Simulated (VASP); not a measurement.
Here is a VASP 6.6.1 calculation.

File INCAR:

```
SYSTEM = N
  ALGO = Normal
  EDIFF = 1E-6
  EDIFFG = -0.03
  ENCUT = 520
  GGA = PS
  IBRION = 2
  ISIF = 2
  ISMEAR = -1
  LASPH = .True.
  LCHARG = .False.
  LREAL = .False.
  LWAVE = .False.
  NELM = 60
  NSW = 60
  PREC = Accurate
  SIGMA = 0.02
```

Contents of KPOINTS:

```
k-points
0
Gamma
  1 1 1
  0 0 0
```

The input POSCAR:

```
N
1.0
    9.0000000000      0.0000000000      0.0000000000
    0.0000000000      9.5000000000      0.0000000000
    0.0000000000      0.0000000000     10.0000000000
N
2
Direct
    0.5000000000      0.5000000000      0.4445000000
    0.5000000000      0.5000000000      0.5555000000
```

Potentials or basis: VASP PAW PBE potentials, release 64 (N).

Run with:

```bash
$ cat potpaw_PBE.64/N/POTCAR > POTCAR
$ mpirun -np 1 vasp_gam > vasp.out
```

Problem. What does it give for the gap between the frontier levels?

Solution. 8.05 eV.

Problem. Predict the energy gained by relaxing.

Solution. 0.1 meV/atom.

The path:
| step | energy change (eV) | largest force (eV/Å) | pressure (GPa) |
| --- | --- | --- | --- |
| 1 | 0.0000 | 0.2543 | 0.01 |
| 2 | 0.0376 | 3.2048 | -0.24 |
| 3 | -0.0002 | 0.0004 | -0.01 |

Caveat: the standard files for N, O and F lose accuracy on very short bonds; the PAW data sets were made with another functional, which shifts forces and pressure a little.
